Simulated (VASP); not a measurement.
Input of a VASP 6.6.1 run:

Contents of INCAR:

```
SYSTEM = GaP
PREC = Accurate
ENCUT = 500
EDIFF = 1E-6
ISMEAR = 0
SIGMA = 0.1
LREAL = .False.
LASPH = .True.
NELM = 120
ALGO = Normal
ISIF = 2
LWAVE = .False.
LCHARG = .False.
GGA = PE
IVDW = 13
NBANDS = 16
GGA_COMPAT = .False.
```

Contents of KPOINTS:

```
Automatic mesh
0
Gamma
  6 6 6
  0 0 0
```

File POSCAR:

```
GaP
1.0
    0.0000000000      2.7200000000      2.7200000000
    2.7200000000      0.0000000000      2.7200000000
    2.7200000000      2.7200000000      0.0000000000
Ga P
1 1
Direct
    0.0000000000      0.0000000000      0.0000000000
    0.2500000000      0.2500000000      0.2500000000
```

Potentials or basis: VASP PAW PBE potentials, release 64 (Ga_d, P).

Run with:

```console
$ cat potpaw_PBE.64/Ga_d/POTCAR potpaw_PBE.64/P/POTCAR > POTCAR
$ mpirun -np 1 vasp_std > vasp.out
```

**Question.** Predict the dispersion energy per atom.

**Answer.** -0.416 eV.

**Question.** Predict the pressure.

**Answer.** -0.4 GPa.

**Question.** What does it give for the band gap on the k mesh?

**Answer.** 1.64 eV (least direct gap 1.87 eV).

A k mesh can miss the band edges.
